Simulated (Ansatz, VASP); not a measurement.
## One calculation of AlN, two programs

INCAR

```
SYSTEM = AlN
PREC = Accurate ; ENCUT = 520
EDIFF = 1E-6 ; ISMEAR = -1
SIGMA = 0.05 ; LREAL = .FALSE.
LASPH = .TRUE. ; NELM = 100
ALGO = Normal ; ISIF = 2
LWAVE = .FALSE. ; LCHARG = .FALSE.
GGA = PS ; NBANDS = 16
```

File KPOINTS:

```
regular mesh
0
G
  10 10 6
  0 0 0
```

POSCAR

```
AlN
1.0
    3.1740547162      0.0000000000      0.0000000000
   -1.5870273581      2.7488120173      0.0000000000
    0.0000000000      0.0000000000      5.0786914685
Al N
2 2
Direct
    0.6666666667      0.3333333333      0.5000000000
    0.3333333333      0.6666666667      0.0000000000
    0.6666666667      0.3333333333      0.8800000000
    0.3333333333      0.6666666667      0.3800000000
```

input.yaml

```yaml
crystal:
  lattice:
    - [3.1740547162, 0.0, 0.0]
    - [-1.5870273581, 2.7488120173, 0.0]
    - [0.0, 0.0, 5.0786914685]
  atoms:
    - { symbol: Al, position: [0.6666666667, 0.3333333333, 0.5] }
    - { symbol: Al, position: [0.3333333333, 0.6666666667, 0.0] }
    - { symbol: "N", position: [0.6666666667, 0.3333333333, 0.88] }
    - { symbol: "N", position: [0.3333333333, 0.6666666667, 0.38] }
kpoints:
  mp_grid: { grid: [10, 10, 6] }
scf:
  occupations: { method: fermi_dirac, width: 0.05 }
hamiltonian:
  xc: pbesol
  pseudopotentials: { kind: all_electron, lapw: { basis_error: 0.002 } }
output:
  forces: true
  stress: true
  eigenvalues: true
```

Change from the starting cell: volume scaled by 1.06.

Alike in both runs: task single point; functional PBEsol; k mesh 10 × 10 × 6; occupations fermi-dirac, width 0.05 eV; no spin polarisation.

```csv
,VASP,Ansatz
version,VASP 6.6.1,Ansatz 0.2.0
potentials or method,"VASP PAW PBE potentials, release 64 (Al, N), cutoff 520 eV","all-electron LAPW, scalar-relativistic"
```

|  | VASP | Ansatz | Ansatz less VASP |
| --- | --- | --- | --- |
| gap on the k mesh at the Fermi level (eV) | 3.65 | 3.64 | -0.005 |
| least direct gap on the mesh (eV) | 3.65 | 3.64 | -0.005 |
| pressure (GPa) | -10.3 | -10.4 | -0.02 |
| traceless stress, the component that is largest in VASP (GPa) | 1.18 | 1.16 | -0.017 |
| rms of the force components (eV/Å) | 0.052 | 0.052 | -0.0009 |

VASP's potentials were made for PBE, not for PBEsol. Atom by atom the forces differ by 0.001 eV/Å (rms over components). Ansatz ran all-electron here, and VASP with PAW potentials.
